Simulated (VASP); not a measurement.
Write the native input for VASP 6.6.1 that does the following.

```
Task                   : single point
Functional             : PBE
Potentials or basis    : VASP PAW PBE potentials, release 64 (Sn_d, Mg)
Cutoff                 : 600 eV
k mesh                 : 6 × 6 × 6
Occupations            : fermi-dirac, width 0.02 eV
Spin                   : no spin polarisation
Dipole correction      : no
Further INCAR settings : ALGO = Normal; EDIFF = 1e-06; NBANDS = 16
```

The structure of Mg2Sn lies in POSCAR:

```
Mg2Sn
1.0
    0.0000000000      3.3292362537      3.3292362537
    3.3292362537      0.0000000000      3.3292362537
    3.3292362537      3.3292362537      0.0000000000
Sn Mg
1 2
Direct
    0.0000000000      0.0000000000      0.0000000000
    0.2500000000      0.2500000000      0.2500000000
    0.7500000000      0.7500000000      0.7500000000
```

This cell differs from its parent crystal: strain -1.5%.

These files were run (other wordings do the same):

INCAR

```
ALGO = Normal
EDIFF = 1E-6
ENCUT = 600
GGA = PE
GGA_COMPAT = False
ISIF = 2
ISMEAR = -1
LASPH = True
LCHARG = False
LREAL = False
LWAVE = False
NBANDS = 16
NELM = 120
PREC = Accurate
SIGMA = 0.02
```

KPOINTS

```
k-points
0
Gamma
  6 6 6
```

Potentials or basis: VASP PAW PBE potentials, release 64 (Sn_d, Mg).

Run with:

```bash
$ cat potpaw_PBE.64/Sn_d/POTCAR potpaw_PBE.64/Mg/POTCAR > POTCAR
$ mpirun -np 1 vasp_std > vasp.out
```

It gave:

| Property | Result |
| --- | --- |
| Pressure | 3.2 GPa |
| Band gap on the k mesh | zero (band 9 reaches 4.62 eV, above the bottom of band 10 at 4.53 eV) |

Caveat: the cell differs from its parent crystal (strain -1.5%); spin-orbit coupling is left out, which moves the levels of the heavy elements.

Wall time 25 s on 1 thread of Intel(R) Xeon(R) Platinum 8488C (Sapphire Rapids), with other jobs on the host, peak memory 0.24 GiB.
